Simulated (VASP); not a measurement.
Input of a VASP 6.6.1 run:

The input INCAR:

```
PREC = Accurate
ENCUT = 520
EDIFF = 1E-7
ISMEAR = -1
SIGMA = 0.02
LREAL = F
LASPH = T
NELM = 60
ALGO = Normal
ISIF = 2
LWAVE = F
LCHARG = F
GGA = PE
NBANDS = 21
```

Contents of KPOINTS:

```
regular mesh
0
Gamma
  4 4 4
```

Contents of POSCAR:

```
Ge
1.0
    0.0000000000      2.8289100000      2.8289100000
    2.8289100000      0.0000000000      2.8289100000
    2.8289100000      2.8289100000      0.0000000000
Ge
2
Direct
    0.7500000000      0.7500000000      0.7500000000
    0.5000000000      0.5000000000      0.5000000000
```

Potentials or basis: VASP PAW PBE potentials, release 64 (Ge_d).

Command:

```sh
$ cat potpaw_PBE.64/Ge_d/POTCAR > POTCAR
$ mpirun -np 1 vasp_std > vasp.out
```

Task: What does it give for the pressure?

Result: 4.0 GPa.

Task: What does it give for the band gap on the k mesh?

Result: 0.04 eV, direct.

Caveat: the k points lie up to 0.48 Å⁻¹ apart. A k mesh can miss the band edges.
